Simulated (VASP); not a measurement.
# Ti (Im-3m) in VASP: settings compared

The runs below take Ti through elastic constants, single point, vibrations by perturbation theory, with PBE, PBE+D3(BJ)+U, LDA, PBEsol.

All numbers are computed with VASP 6.6.1; they aren't measurements. Logs are shortened: lines on timing, memory, paths and dates and some standing lists are left out, and cuts for length are marked.

## 1. The cell of the first run

It takes space group Im-3m (No. 229, cubic). Conventional cell: a = 3.282 Å, b = 3.282 Å, c = 3.282 Å, α = 90.00°, β = 90.00°, γ = 90.00°. Within 3.7 Å of Ti (site symmetry m-3m) lie 14 Ti at 2.84 to 3.28 Å.

## 2. Elastic constants, PBE

Input file INCAR:

```
ALGO = Normal ; EDIFF = 1E-8
ENCUT = 600 ; GGA = PE
IBRION = 6 ; ISIF = 3
ISMEAR = -1 ; LASPH = True
LCHARG = True ; LREAL = False
LWAVE = False ; NELM = 80
NFREE = 2 ; NSW = 1
POTIM = 0.015 ; PREC = Accurate
SIGMA = 0.05
```

Input file KPOINTS:

```
k-points
0
Gamma
  8 8 8
```

Input file POSCAR:

```
Ti
1.0
   -1.6410000000      1.6410000000      1.6410000000
    1.6410000000     -1.6410000000      1.6410000000
    1.6410000000      1.6410000000     -1.6410000000
Ti
1
Direct
    0.0000000000      0.0000000000      0.0000000000
```

Potentials or basis: VASP PAW PBE potentials, release 64 (Ti_sv).

The run is started by

```sh
cat potpaw_PBE.64/Ti_sv/POTCAR > POTCAR
mpirun -np 1 vasp_std > vasp.out
```

OUTCAR:

```text
EDIFF = 1E-8
   ENCUT = 600
   GGA = PE
   IBRION = 6
   ISIF = 3
   ISMEAR = -1
   LASPH = True
   LREAL = False
   NELM = 80
   NFREE = 2
   NSW = 1
   POTIM = 0.015
   PREC = Accurate

 ion  position               nearest neighbor table
   1  0.000  0.000  0.000-

  LATTYP: Found a body centered cubic cell.
 ALAT       =     3.2820000000

  Lattice vectors:

 A1 = (  -1.6410000000,   1.6410000000,   1.6410000000)
 A2 = (   1.6410000000,  -1.6410000000,   1.6410000000)
 A3 = (   1.6410000000,   1.6410000000,  -1.6410000000)

Analysis of symmetry for initial positions (statically):
=====================================================================
 Subroutine PRICEL returns:
 Original cell was already a primitive cell.

 Routine SETGRP: Setting up the symmetry group for a
 body centered cubic supercell.

 Subroutine GETGRP returns: Found 48 space group operations
[... 9 lines left out ...]

 Routine SETGRP: Setting up the symmetry group for a
 body centered cubic supercell.

 Subroutine GETGRP returns: Found 48 space group operations
[... 11 lines left out ...]
                                     Primitive cell

  volume of cell :      17.6761

  direct lattice vectors                    reciprocal lattice vectors
    -1.641000000  1.641000000  1.641000000     0.000000000  0.304692261  0.304692261
     1.641000000 -1.641000000  1.641000000     0.304692261  0.000000000  0.304692261
     1.641000000  1.641000000 -1.641000000     0.304692261  0.304692261  0.000000000

  length of vectors
     2.842295375  2.842295375  2.842295375     0.430899928  0.430899928  0.430899928

  position of ions in fractional coordinates (direct lattice)
     0.000000000  0.000000000  0.000000000

  ion indices of the primitive-cell ions
   primitive index   ion index
                 1           1

----------------------------------------------------------------------------------------

 KPOINTS: k-points

Automatic generation of k-mesh.
 Grid dimensions read from file:
 generate k-points for:    8    8    8

 Generating k-lattice:

  Cartesian coordinates                     Fractional coordinates (reciprocal lattice)
     0.000000000  0.038086533  0.038086533     0.125000000  0.000000000  0.000000000
     0.038086533  0.000000000  0.038086533     0.000000000  0.125000000  0.000000000
     0.038086533  0.038086533  0.000000000     0.000000000  0.000000000  0.125000000

  Length of vectors
     0.053862491  0.053862491  0.053862491

  Shift w.r.t. Gamma in fractional coordinates (k-lattice)
     0.000000000  0.000000000  0.000000000

 Subroutine IBZKPT returns following result:
 ===========================================

 Found     29 irreducible k-points:

 Following reciprocal coordinates:
            Coordinates               Weight
  0.000000  0.000000  0.000000      1.000000
  0.125000  0.000000  0.000000     12.000000
  0.250000  0.000000  0.000000     12.000000
  0.375000  0.000000  0.000000     12.000000
  0.500000  0.000000  0.000000      6.000000
  0.125000  0.125000  0.000000     24.000000
[... 16 lines left out ...]
 -0.250000  0.250000  0.250000      6.000000
 -0.375000  0.375000  0.250000     24.000000
 [... further k-points ...]
   k-points           NKPTS =     29   k-points in BZ     NKDIM =     29   number of bands    NBANDS=     10
   number of dos      NEDOS =    301   number of ions     NIONS =      1
   total plane-waves  NPLWV =  13824
   dimension x,y,z NGX =    24 NGY =   24 NGZ =   24
   dimension x,y,z NGXF=    48 NGYF=   48 NGZF=   48
   ions per type =               1
   NGX,Y,Z   is equivalent  to a cutoff of  14.04, 14.04, 14.04 a.u.
   NGXF,Y,Z  is equivalent  to a cutoff of  28.08, 28.08, 28.08 a.u.
 SYSTEM =  unknown system
   PREC   = accura    normal or accurate (medium, high low for compatibility)
   ISTART =      0    job   : 0-new  1-cont  2-samecut
   ICHARG =      2    charge: 1-file 2-atom 10-const
   ISPIN  =      1    spin polarized calculation?
   LNONCOLLINEAR =      F non collinear calculations
   LSORBIT =      F    spin-orbit coupling
   LASPH  =      T    aspherical Exc in radial PAW
   ENCUT  =  600.0 eV  44.10 Ry    6.64 a.u.   5.68  5.68  5.68*2*pi/ulx,y,z
   NELM   =     80;   NELMIN=  2; NELMDL= -5     # of ELM steps
   EDIFF  = 0.1E-07   stopping-criterion for ELM
   LREAL  =      F    real-space projection
   EDIFFG = 0.1E-06   stopping-criterion for IOM
   NSW    =     49    number of steps for IOM
   IBRION =      6    ionic relax: 0-MD 1-quasi-New 2-CG
   NFREE  =      2    steps in history (QN), initial steepest desc. (CG)
   ISIF   =      3    stress and relaxation
   ISYM   =      2    0-nonsym 1-usesym 2-fastsym
   POTIM  = 0.0150    time-step for ionic-motion
   TEBEG  =    0.0;   TEEND  =   0.0 temperature during run
   PSTRESS=    0.0 pullay stress
   NELECT =      12.0000    total number of electrons
   NUPDOWN=      -1.0000    fix difference up-down
   EMIN   =  10.00;   EMAX   =-10.00  energy-range for DOS
   EFERMI =   0.00;   METHOD = LEGACY
   ISMEAR =    -1;   SIGMA  =   0.05  broadening in eV -4-tet -1-fermi 0-gaus
   EFERMI_NEDOS =   21; number of points for ismear=-14 and -15
   IALGO  =     38    algorithm
   IMIX   =      4    mixing-type and parameters
     AMIX     =   0.40;   BMIX     =  1.00
     AMIX_MAG =   1.60;   BMIX_MAG =  1.00
  volume/ion in A,a.u.               =      17.68       119.28
  Fermi-wavevector in a.u.,A,eV,Ry     =   1.438821  2.718977 28.166848  2.070205
  Thomas-Fermi vector in A             =   2.557745
   LORBIT       =      0    0 simple, 1 ext, 2 COOP (PROOUT), +10 PAW based schemes
   GGA     = PE    functional components
   LHFCALC =     F    Hartree Fock is set to
   AEXX    =    0.0000 exact exchange contribution
   IVDW    =     0    specifies the selected vdW correction
   LEPSILON=     F    determine dielectric tensor
   LRPA    =     F    only Hartree local field effects (RPA)
 finite differences with symmetry
 non-spin polarized calculation
  energy-cutoff  :      600.00
  volume of cell :       17.68
 maximum number of plane-waves:       604
   NGX = 11   NGY = 11   NGZ = 11

--------------------------------------- Ionic step        1  -------------------------------------------

 number of electron      12.0000001 magnetization

 Free energy of the ion-electron system (eV)
  ---------------------------------------------------
  ext. energy  EPLUGINS =         0.00000000
  ---------------------------------------------------
  free energy    TOTEN  =        -7.73229579 eV

  energy without entropy =       -7.71288630  energy(sigma->0) =       -7.72259105

------------------------ aborting loop because EDIFF is reached ----------------------------------------

  FORCE on cell =-STRESS in cart. coord.  units (eV):
  Direction    XX          YY          ZZ          XY          YZ          ZX
  --------------------------------------------------------------------------------------
  -------------------------------------------------------------------------------------
  Total       -0.3139399     -0.3139399     -0.3139399     -0.0000000     -0.0000000      0.0000000
  in kB      -28.4558365    -28.4558365    -28.4558365     -0.0000000     -0.0000000      0.0000000
  external PRESSURE =     -28.4558365 kB  Pullay stress =       0.0000000 kB
[... 86 lines left out ...]
  FREE ENERGIE OF THE ION-ELECTRON SYSTEM (eV)
  ---------------------------------------------------
  free  energy   TOTEN  =        -7.7359455196 eV

  energy  without entropy=       -7.7170597483  energy(sigma->0) =       -7.72650263

[... ionic steps 4 to 12 ...]

--------------------------------------- Ionic step       13  -------------------------------------------

 number of electron      12.0000001 magnetization

------------------------ aborting loop because EDIFF is reached ----------------------------------------
[... 65 lines left out ...]
--------------------------------------- Ionic step       15  -------------------------------------------

 number of electron      12.0000000 magnetization

 Free energy of the ion-electron system (eV)
  ---------------------------------------------------
  ext. energy  EPLUGINS =         0.00000000
  ---------------------------------------------------
  free energy    TOTEN  =        -7.73229495 eV

  energy without entropy =       -7.71288545  energy(sigma->0) =       -7.72259020

 E-fermi :   7.9095     XC(G=0): -11.4102

 val. band max:        7.8879983212   @ k =  -0.3750   0.3750   0.1250
 cond. band min:       7.9472795361   @ k =   0.5000   0.5000   0.1250
 fundamental gap:      0.0592812149
 Fermi energy:         7.9095008676

 k-point     1 :       0.0000    0.0000    0.0000
  band No.  band energies     occupation
      1     -48.6521      2.00000
      2     -24.5293      2.00000
      3     -24.5293      2.00000
      4     -24.5293      2.00000
      5       1.9906      2.00000
      6       8.8831      0.00000
      7       8.8831      0.00000
      8       8.8831      0.00000
      9      10.6026      0.00000
     10      10.6026      0.00000
[... 287 lines left out ...]
 k-point    24 :      -0.3750    0.3750    0.2500
  band No.  band energies     occupation
      1     -48.5025      2.00000
      2     -24.9982      2.00000
      3     -24.8180      2.00000
      4     -24.7599      2.00000
      5       6.1678      2.00000
      6       7.1230      2.00000
      7       9.1920      0.00000
      8       9.6733      0.00000
      9      11.2378      0.00000
     10      12.2716      0.00000

 [... further k-points ...]
[... 5 lines left out ...]
  --------------------------------------------------------------------------------------
  -------------------------------------------------------------------------------------
  Total       -0.3138486     -0.3138486     -0.3138486     -0.0000000     -0.0000000      0.0000000
  in kB      -28.4475603    -28.4475603    -28.4475603     -0.0000000     -0.0000000      0.0000000
  external PRESSURE =     -28.4475603 kB  Pullay stress =       0.0000000 kB
[... 16 lines left out ...]
  FREE ENERGIE OF THE ION-ELECTRON SYSTEM (eV)
  ---------------------------------------------------
  free  energy   TOTEN  =        -7.7322949470 eV

  energy  without entropy=       -7.7128854550  energy(sigma->0) =       -7.72259020

 INTERNAL STRAIN TENSORS FROM STRAINED CELLS
 ============================================

 INTERNAL STRAIN TENSOR FOR ION    1 for displacements in x,y,z  (eV/Angst):
          X           Y           Z          XY          YZ          ZX
  --------------------------------------------------------------------------------
  x     0.00000     0.00000     0.00000     0.00000     0.00000     0.00000
  y    -0.00000     0.00000     0.00000     0.00000    -0.00000     0.00000
  z     0.00000     0.00000    -0.00000     0.00000    -0.00000     0.00000

 INTERNAL STRAIN TENSORS FROM DISPLACED ATOMS
 ============================================

 INTERNAL STRAIN TENSOR FOR ION    1 for displacements in x,y,z  (eV/Angst):
          X           Y           Z          XY          YZ          ZX
  --------------------------------------------------------------------------------
  x     0.00000     0.00000     0.00000     0.00000     0.00000     0.00000
  y     0.00000     0.00000     0.00000     0.00000     0.00000     0.00000
  z     0.00000     0.00000     0.00000     0.00000     0.00000     0.00000

 Eigenvectors and eigenvalues of the dynamical matrix
 ----------------------------------------------------

   1 f/i=    0.000000 THz     0.000000 2PiTHz    0.000000 cm-1     0.000000 meV
             X         Y         Z           dx          dy          dz
      0.000000  0.000000  0.000000     0.447214   -0.894427    0.000000

   2 f/i=    0.000000 THz     0.000000 2PiTHz    0.000000 cm-1     0.000000 meV
             X         Y         Z           dx          dy          dz
      0.000000  0.000000  0.000000    -0.894427   -0.447214    0.000000

   3 f/i=    0.000000 THz     0.000000 2PiTHz    0.000000 cm-1     0.000000 meV
             X         Y         Z           dx          dy          dz
      0.000000  0.000000  0.000000     0.000000    0.000000    1.000000

--------------------------------------------------------------------------------------------------------

 ELASTIC MODULI CONTR FROM IONIC RELAXATION (kBar)
 Direction    XX          YY          ZZ          XY          YZ          ZX
 --------------------------------------------------------------------------------
 XX           0.0000      0.0000      0.0000      0.0000      0.0000      0.0000
 YY           0.0000      0.0000      0.0000      0.0000      0.0000      0.0000
 ZZ           0.0000      0.0000      0.0000      0.0000      0.0000      0.0000
 XY           0.0000      0.0000      0.0000      0.0000      0.0000      0.0000
 YZ           0.0000      0.0000      0.0000      0.0000      0.0000      0.0000
 ZX           0.0000      0.0000      0.0000      0.0000      0.0000      0.0000
 --------------------------------------------------------------------------------

 TOTAL ELASTIC MODULI (kBar)
 Direction    XX          YY          ZZ          XY          YZ          ZX
 --------------------------------------------------------------------------------
 XX         848.1618   1089.3506   1089.3506     -0.0000      0.0000     -0.0000
 YY        1089.3506    848.1618   1089.3506      0.0000     -0.0000      0.0000
 ZZ        1089.3506   1089.3506    848.1618      0.0000     -0.0000     -0.0000
 XY          -0.0000      0.0000      0.0000    528.6436     -0.0000      0.0000
 YZ           0.0000     -0.0000     -0.0000     -0.0000    528.6436      0.0000
 ZX          -0.0000      0.0000     -0.0000      0.0000      0.0000    528.6436
 --------------------------------------------------------------------------------
```

It took 84 s on 1 thread of Intel Xeon 6975P-C (Granite Rapids), shared host; peak memory 0.19 GiB.

Results:

| Item | Value |
| --- | --- |
| Elastic constants C11, C12, C44 | 85, 109, 53 GPa |
| Voigt bulk modulus | 101 GPa |

Elastic tensor in Voigt notation (GPa, in the Cartesian axes of the cell as first typed):
```
 85 109 109   0   0   0
109  85 109   0   0   0
109 109  85   0   0   0
  0   0   0  53   0   0
  0   0   0   0  53   0
  0   0   0   0   0  53
```

Clamped-ion elastic tensor (GPa):
```
 85 109 109   0   0   0
109  85 109   0   0   0
109 109  85   0   0   0
  0   0   0  53   0   0
  0   0   0   0  53   0
  0   0   0   0   0  53
```

Caveat: the cell is under stress, which shifts elastic constants; the elastic tensor has a negative eigenvalue, so either the cell is unstable as it stands or the mesh is too thin.

## 3. Single point, PBE+D3(BJ)+U, collinear spin, ferromagnetic start

Input file INCAR:

```
PREC     = Accurate       # precision mode
ENCUT    = 520            # plane-wave cutoff, eV
EDIFF    = 1E-6           # SCF threshold, eV
ISMEAR   = -5             # smearing method
SIGMA    = 0.05           # smearing width, eV
LREAL    = False          # projectors in reciprocal space
LASPH    = True           # aspherical terms in the spheres
NELM     = 150            # most SCF steps
ALGO     = Fast           # electronic algorithm
ISIF     = 2              # what is computed and relaxed
LWAVE    = False          # write WAVECAR
LCHARG   = False          # write CHGCAR
ISPIN    = 2              # spin polarisation
MAGMOM   = -2.52          # initial moments
LORBIT   = 11             # projections on sites
LMAXMIX  = 4              # l up to which the mixer works
LDAU     = True           # DFT+U
LDAUTYPE = 2            
LDAUL    = 2              # shell
LDAUU    = 6              # U, eV
LDAUJ    = 0            
LDAUPRINT= 1            
GGA      = PE             # functional
IVDW     = 12             # dispersion correction
NBANDS   = 16             # bands
```

Input file KPOINTS:

```
Automatic mesh
0
Gamma
  11 11 11
```

Input file POSCAR:

```
Ti
1.0
    2.8422953752      0.0000000000      0.0000000000
   -0.9474317917      2.6797417786      0.0000000000
   -0.9474317917     -1.3398708893      2.3207244558
Ti
1
Direct
    0.0000000000      0.0000000000      0.0000000000
```

Potentials or basis: VASP PAW PBE potentials, release 64 (Ti_sv).

The run is started by

```sh
cat potpaw_PBE.64/Ti_sv/POTCAR > POTCAR
mpirun -np 1 vasp_std > vasp.out
```

It took 50 s on 1 thread of AMD EPYC 7R13 (Zen 3), shared host; peak memory 0.15 GiB.

The run converged. Its results:

* Free energy: -4.2821 eV
* Pressure: 11.4 GPa
* Net moment: -1.84 μB per cell
* Site moments: Ti -1.32 μB
* Valence electrons inside the program's atomic spheres: Ti 10.17
* Dispersion energy per atom: -0.590 eV

Levels at points of the mesh, in eV from the Fermi level:
Spin up:
| k point | band 2 | band 3 | band 4 | band 5 | band 6 | band 7 | band 8 | band 9 |
| --- | --- | --- | --- | --- | --- | --- | --- | --- |
| (0.00, 0.00, 0.00) | -32.88 | -32.88 | -32.88 | -6.05 | 3.33 | 3.33 | 3.33 | 4.26 |
Spin down:
```
           k point  band 5  band 6  band 7  band 8  band 9  band 10
(0.00, 0.00, 0.00)   -7.25   -0.30   -0.30   -0.30    3.39     3.39
```

Eigenvalues of the final occupation matrices:
```csv
site,spin,trace,eigenvalues
site 1 d,1,0.27,0.03 0.03 0.03 0.09 0.09
site 1 d,2,1.50,0.13 0.13 0.41 0.41 0.41
```

Caveat: three body term missing; pairwise dispersion overbinds metals, which lowers pressure and volume; the U is typed as a test and isn't derived for this compound; tetrahedron occupations give inexact forces and stress in metals.

(Part 1 of 2 ends here.)
